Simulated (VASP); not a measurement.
# Ir (Fd-3m) in VASP: notebook

Ir is run at these levels: PBE; tasks: single point.

Program: VASP 6.6.1. These are calculated values, not measurements. Logs are shortened: lines on timing, memory, paths and dates and some standing lists are left out, and cuts for length are marked.

## 1. The cell of the first run

Symmetry: Fd-3m, No. 227, cubic system. The conventional cell has a = 5.571 Å, b = 5.571 Å, c = 5.571 Å, α = 90.00°, β = 90.00°, γ = 90.00°. Ir (site symmetry -43m) has 4 Ir at 2.41 Å within 3.2 Å.

This isn't the form of Ir at room conditions, which is fcc.

## 2. Single point, PBE

File INCAR:

```
ALGO = Normal
EDIFF = 1E-6
ENCUT = 520
GGA = PE
ISIF = 2
ISMEAR = -1
LASPH = True
LCHARG = False
LREAL = False
LWAVE = False
NBANDS = 16
NELM = 60
PREC = Accurate
SIGMA = 0.06122561905347299
```

File KPOINTS:

```
k-points
0
Gamma
  17 17 17
```

File POSCAR:

```
Ir
1.0
    0.0000000000      2.7855088907      2.7855088907
    2.7855088907      0.0000000000      2.7855088907
    2.7855088907      2.7855088907      0.0000000000
Ir
2
Direct
    0.0000000000      0.0000000000      0.0000000000
    0.2500000000      0.2500000000      0.2500000000
```

Potentials or basis: VASP PAW PBE potentials, release 64 (Ir).

Command:

```
cat potpaw_PBE.64/Ir/POTCAR > POTCAR
mpirun -np 1 vasp_std > vasp.out
```

OUTCAR:

```text
EDIFF = 1E-6
   ENCUT = 520
   GGA = PE
   ISIF = 2
   ISMEAR = -1
   LASPH = True
   LREAL = False
   NELM = 60
   PREC = Accurate

 ion  position               nearest neighbor table
   1  0.000  0.000  0.000-   2 2.41   2 2.41   2 2.41   2 2.41
   2  0.250  0.250  0.250-   1 2.41   1 2.41   1 2.41   1 2.41

  LATTYP: Found a face centered cubic cell.
 ALAT       =     5.5710177814

  Lattice vectors:

 A1 = (   0.0000000000,   2.7855088907,   2.7855088907)
 A2 = (   2.7855088907,   0.0000000000,   2.7855088907)
 A3 = (   2.7855088907,   2.7855088907,   0.0000000000)

Analysis of symmetry for initial positions (statically):
=====================================================================
 Subroutine PRICEL returns:
 Original cell was already a primitive cell.

 Routine SETGRP: Setting up the symmetry group for a
 face centered cubic supercell.

 Subroutine GETGRP returns: Found 48 space group operations
 (whereof 24 operations were pure point group operations)
 out of a pool of 48 trial point group operations.

The static configuration has the point symmetry T_d .
 The point group associated with its full space group is O_h .

Analysis of symmetry for dynamics (positions and initial velocities):
=====================================================================
 Subroutine PRICEL returns:
 Original cell was already a primitive cell.

 Routine SETGRP: Setting up the symmetry group for a
 face centered cubic supercell.

 Subroutine GETGRP returns: Found 48 space group operations
 (whereof 24 operations were pure point group operations)
 out of a pool of 48 trial point group operations.

The dynamic configuration has the point symmetry T_d .
 The point group associated with its full space group is O_h .

 Subroutine INISYM returns: Found 48 space group operations
 (whereof 24 operations are pure point group operations),
 and found     1 'primitive' translations

----------------------------------------------------------------------------------------

                                     Primitive cell

  volume of cell :      43.2259

  direct lattice vectors                    reciprocal lattice vectors
     0.000000000  2.785508891  2.785508891    -0.179500414  0.179500414  0.179500414
     2.785508891  0.000000000  2.785508891     0.179500414 -0.179500414  0.179500414
     2.785508891  2.785508891  0.000000000     0.179500414  0.179500414 -0.179500414

  length of vectors
     3.939304451  3.939304451  3.939304451     0.310903838  0.310903838  0.310903838

  position of ions in fractional coordinates (direct lattice)
     0.000000000  0.000000000  0.000000000
     0.250000000  0.250000000  0.250000000

  ion indices of the primitive-cell ions
   primitive index   ion index
                 1           1
                 2           2

----------------------------------------------------------------------------------------

 KPOINTS: k-points

Automatic generation of k-mesh.
 Grid dimensions read from file:
 generate k-points for:   17   17   17

 Generating k-lattice:

  Cartesian coordinates                     Fractional coordinates (reciprocal lattice)
    -0.010558848  0.010558848  0.010558848     0.058823529  0.000000000  0.000000000
     0.010558848 -0.010558848  0.010558848     0.000000000  0.058823529  0.000000000
     0.010558848  0.010558848 -0.010558848     0.000000000  0.000000000  0.058823529

  Length of vectors
     0.018288461  0.018288461  0.018288461

  Shift w.r.t. Gamma in fractional coordinates (k-lattice)
     0.000000000  0.000000000  0.000000000

 Subroutine IBZKPT returns following result:
 ===========================================

 Found    165 irreducible k-points:

 Following reciprocal coordinates:
            Coordinates               Weight
  0.000000  0.000000  0.000000      1.000000
  0.058824  0.000000  0.000000      8.000000
  0.117647  0.000000  0.000000      8.000000
  0.176471  0.000000  0.000000      8.000000
  0.235294  0.000000  0.000000      8.000000
  0.294118  0.000000  0.000000      8.000000
[... 16 lines left out ...]
 -0.176471  0.058824  0.000000     24.000000
 -0.117647  0.058824  0.000000     24.000000
 [... further k-points ...]
   k-points           NKPTS =    165   k-points in BZ     NKDIM =    165   number of bands    NBANDS=     16
   number of dos      NEDOS =    301   number of ions     NIONS =      2
   total plane-waves  NPLWV =  27000
   dimension x,y,z NGX =    30 NGY =   30 NGZ =   30
   dimension x,y,z NGXF=    60 NGYF=   60 NGZF=   60
   ions per type =               2
   NGX,Y,Z   is equivalent  to a cutoff of  12.66, 12.66, 12.66 a.u.
   NGXF,Y,Z  is equivalent  to a cutoff of  25.32, 25.32, 25.32 a.u.
 SYSTEM =  unknown system
   PREC   = accura    normal or accurate (medium, high low for compatibility)
   ISTART =      0    job   : 0-new  1-cont  2-samecut
   ICHARG =      2    charge: 1-file 2-atom 10-const
   ISPIN  =      1    spin polarized calculation?
   LNONCOLLINEAR =      F non collinear calculations
   LSORBIT =      F    spin-orbit coupling
   LASPH  =      T    aspherical Exc in radial PAW
   ENCUT  =  520.0 eV  38.22 Ry    6.18 a.u.   7.32  7.32  7.32*2*pi/ulx,y,z
   NELM   =     60;   NELMIN=  2; NELMDL= -5     # of ELM steps
   EDIFF  = 0.1E-05   stopping-criterion for ELM
   LREAL  =      F    real-space projection
   EDIFFG = 0.1E-04   stopping-criterion for IOM
   NSW    =      0    number of steps for IOM
   IBRION =     -1    ionic relax: 0-MD 1-quasi-New 2-CG
   NFREE  =      0    steps in history (QN), initial steepest desc. (CG)
   ISIF   =      2    stress and relaxation
   ISYM   =      2    0-nonsym 1-usesym 2-fastsym
   POTIM  = 0.5000    time-step for ionic-motion
   TEBEG  =    0.0;   TEEND  =   0.0 temperature during run
   PSTRESS=    0.0 pullay stress
   NELECT =      18.0000    total number of electrons
   NUPDOWN=      -1.0000    fix difference up-down
   EMIN   =  10.00;   EMAX   =-10.00  energy-range for DOS
   EFERMI =   0.00;   METHOD = LEGACY
   ISMEAR =    -1;   SIGMA  =   0.06  broadening in eV -4-tet -1-fermi 0-gaus
   EFERMI_NEDOS =   21; number of points for ismear=-14 and -15
   IALGO  =     38    algorithm
   IMIX   =      4    mixing-type and parameters
     AMIX     =   0.40;   BMIX     =  1.00
     AMIX_MAG =   1.60;   BMIX_MAG =  1.00
  volume/ion in A,a.u.               =      21.61       145.85
  Fermi-wavevector in a.u.,A,eV,Ry     =   1.222506  2.310202 20.334203  1.494522
  Thomas-Fermi vector in A             =   2.357651
   LORBIT       =      0    0 simple, 1 ext, 2 COOP (PROOUT), +10 PAW based schemes
   GGA     = PE    functional components
   LHFCALC =     F    Hartree Fock is set to
   AEXX    =    0.0000 exact exchange contribution
   IVDW    =     0    specifies the selected vdW correction
   LEPSILON=     F    determine dielectric tensor
   LRPA    =     F    only Hartree local field effects (RPA)
 non-spin polarized calculation
  energy-cutoff  :      520.00
  volume of cell :       43.23
 maximum number of plane-waves:      1211
 NGX is ok and might be reduce to    30
   NGX = 15   NGY = 15   NGZ = 15

 number of electron      17.9999998 magnetization

 Free energy of the ion-electron system (eV)
  ---------------------------------------------------
  ext. energy  EPLUGINS =         0.00000000
  ---------------------------------------------------
  free energy    TOTEN  =       -15.71770807 eV

  energy without entropy =      -15.68998220  energy(sigma->0) =      -15.70384513

 E-fermi :   5.1608     XC(G=0): -11.1527

 val. band max:        5.1507174941   @ k =  -0.3529   0.1176   0.0000
 cond. band min:       5.1634291106   @ k =  -0.3529   0.2941   0.1176
 fundamental gap:      0.0127116166
 Fermi energy:         5.1607718993

 k-point     1 :       0.0000    0.0000    0.0000
  band No.  band energies     occupation
      1      -2.7901      2.00000
      2       0.1460      2.00000
      3       0.1460      2.00000
      4       0.5280      2.00000
      5       0.5280      2.00000
      6       0.5280      2.00000
[... 8 lines left out ...]
     15      17.6015      0.00000
     16      17.6015      0.00000

 k-point     2 :       0.0588    0.0000    0.0000
  band No.  band energies     occupation
      1      -2.7303      2.00000
      2       0.0926      2.00000
      3       0.0926      2.00000
      4       0.5210      2.00000
      5       0.6043      2.00000
      6       0.6043      2.00000
[... 8 lines left out ...]
     15      17.3723      0.00000
     16      17.3723      0.00000

 k-point     3 :       0.1176    0.0000    0.0000
  band No.  band energies     occupation
      1      -2.5546      2.00000
      2       0.0049      2.00000
      3       0.0049      2.00000
      4       0.5017      2.00000
      5       0.7523      2.00000
      6       0.7523      2.00000
[... 8 lines left out ...]
     15      16.7927      0.00000
     16      17.2282      0.00000

 k-point     4 :       0.1765    0.0000    0.0000
  band No.  band energies     occupation
      1      -2.2756      2.00000
      2      -0.0566      2.00000
      3      -0.0566      2.00000
      4       0.4739      2.00000
      5       0.8880      2.00000
      6       0.8880      2.00000
[... 8 lines left out ...]
     15      16.1083      0.00000
     16      17.6751      0.00000

 k-point     5 :       0.2353    0.0000    0.0000
  band No.  band energies     occupation
      1      -1.9168      2.00000
      2      -0.0742      2.00000
      3      -0.0742      2.00000
      4       0.4415      2.00000
      5       0.9620      2.00000
      6       0.9620      2.00000
[... 8 lines left out ...]
     15      15.4438      0.00000
     16      18.1359      0.00000

 k-point     6 :       0.2941    0.0000    0.0000
  band No.  band energies     occupation
      1      -1.5173      2.00000
      2      -0.0433      2.00000
      3      -0.0433      2.00000
      4       0.4038      2.00000
      5       0.9485      2.00000
      6       0.9485      2.00000
[... 8 lines left out ...]
     15      15.0710      0.00000
     16      18.3081      0.00000

 k-point     7 :       0.3529    0.0000    0.0000
  band No.  band energies     occupation
      1      -1.1318      2.00000
      2       0.0345      2.00000
      3       0.0345      2.00000
      4       0.3542      2.00000
      5       0.8528      2.00000
      6       0.8528      2.00000
[... 8 lines left out ...]
     15      14.9491      0.00000
     16      18.3146      0.00000

 k-point     8 :       0.4118    0.0000    0.0000
  band No.  band energies     occupation
      1      -0.8218      2.00000
      2       0.1518      2.00000
      3       0.1518      2.00000
      4       0.2905      2.00000
      5       0.7045      2.00000
      6       0.7045      2.00000
[... 8 lines left out ...]
     15      14.8792      0.00000
     16      18.2781      0.00000

 k-point     9 :       0.4706    0.0000    0.0000
  band No.  band energies     occupation
      1      -0.6435      2.00000
      2       0.2361      2.00000
      3       0.2838      2.00000
      4       0.2838      2.00000
      5       0.5507      2.00000
      6       0.5507      2.00000
[... 8 lines left out ...]
     15      14.8484      0.00000
     16      18.2495      0.00000
[... 172 lines left out ...]
 k-point    19 :      -0.4118    0.0588    0.0000
  band No.  band energies     occupation
      1      -0.7058      2.00000
      2       0.0543      2.00000
      3       0.1271      2.00000
      4       0.4295      2.00000
      5       0.5301      2.00000
      6       0.8487      2.00000
[... 8 lines left out ...]
     15      14.9296      0.00000
     16      18.4349      0.00000

 k-point    20 :      -0.3529    0.0588    0.0000
  band No.  band energies     occupation
      1      -0.9753      2.00000
      2      -0.0733      2.00000
      3       0.1590      2.00000
      4       0.3522      2.00000
      5       0.6662      2.00000
      6       1.0093      2.00000
[... 8 lines left out ...]
     15      15.0106      0.00000
     16      18.3641      0.00000

 k-point    21 :      -0.2941    0.0588    0.0000
  band No.  band energies     occupation
      1      -1.3389      2.00000
      2      -0.1620      2.00000
      3       0.1174      2.00000
      4       0.3648      2.00000
      5       0.7779      2.00000
      6       1.1209      2.00000
[... 8 lines left out ...]
     15      15.1516      0.00000
     16      18.2456      0.00000

 k-point    22 :      -0.2353    0.0588    0.0000
  band No.  band energies     occupation
      1      -1.7376      2.00000
      2      -0.2036      2.00000
      3       0.0725      2.00000
      4       0.4100      2.00000
      5       0.8271      2.00000
      6       1.1481      2.00000
[... 8 lines left out ...]
     15      15.6815      0.00000
     16      17.9957      0.00000

 k-point    23 :      -0.1765    0.0588    0.0000
  band No.  band energies     occupation
      1      -2.1131      2.00000
      2      -0.1945      2.00000
      3       0.0614      2.00000
      4       0.4559      2.00000
      5       0.7984      2.00000
      6       1.0786      2.00000
[... 8 lines left out ...]
     15      16.4500      0.00000
     16      17.5544      0.00000

 k-point    24 :      -0.1176    0.0588    0.0000
  band No.  band energies     occupation
      1      -2.4205      2.00000
      2      -0.1357      2.00000
      3       0.0842      2.00000
      4       0.4959      2.00000
      5       0.7068      2.00000
      6       0.9361      2.00000
[... 8 lines left out ...]
     15      17.0608      0.00000
     16      17.2014      0.00000

 [... further k-points ...]

------------------------ aborting loop because EDIFF is reached ----------------------------------------

  FORCE on cell =-STRESS in cart. coord.  units (eV):
  Direction    XX          YY          ZZ          XY          YZ          ZX
  --------------------------------------------------------------------------------------
  -------------------------------------------------------------------------------------
  Total       -0.1734278     -0.1734278     -0.1734278     -0.0000000      0.0000000     -0.0000000
  in kB       -6.4281447     -6.4281447     -6.4281447     -0.0000000      0.0000000     -0.0000000
  external PRESSURE =      -6.4281447 kB  Pullay stress =       0.0000000 kB

 VOLUME and BASIS-vectors are now :
 -----------------------------------------------------------------------------
  energy-cutoff  :      520.00
  volume of cell :       43.23
      direct lattice vectors                 reciprocal lattice vectors
     0.000000000  2.785508891  2.785508891    -0.179500414  0.179500414  0.179500414
     2.785508891  0.000000000  2.785508891     0.179500414 -0.179500414  0.179500414
     2.785508891  2.785508891  0.000000000     0.179500414  0.179500414 -0.179500414

 POSITION                                       TOTAL-FORCE (eV/Angst)
 -----------------------------------------------------------------------------------
      0.00000      0.00000      0.00000         0.000000      0.000000      0.000000
      1.39275      1.39275      1.39275        -0.000000     -0.000000     -0.000000
 -----------------------------------------------------------------------------------
    total drift:                                0.000000     -0.000000      0.000000

  FREE ENERGIE OF THE ION-ELECTRON SYSTEM (eV)
  ---------------------------------------------------
  free  energy   TOTEN  =       -15.7177080660 eV

  energy  without entropy=      -15.6899822008  energy(sigma->0) =      -15.70384513
```

Wall time 2.5 min (1 thread of Intel Xeon 8259CL, shared host); peak memory 0.24 GiB.

What came out:

* Free energy: -15.7177 eV
* Pressure: -0.6 GPa
* Band gap on the k mesh: zero (bands 9 and 10 overlap by 1.59 eV)

Levels at points of the mesh, in eV from the Fermi level:
| k point | band 5 | band 6 | band 7 | band 8 | band 9 | band 10 | band 11 | band 12 | band 13 | band 14 |
| --- | --- | --- | --- | --- | --- | --- | --- | --- | --- | --- |
| (0.00, 0.00, 0.00) | -4.63 | -4.63 | -1.73 | -1.73 | -1.73 | 0.77 | 0.77 | 10.85 | 10.93 | 12.44 |

Caveat: spin-orbit coupling is left out, which moves the levels of the heavy elements.

[end of part 1 of 3]
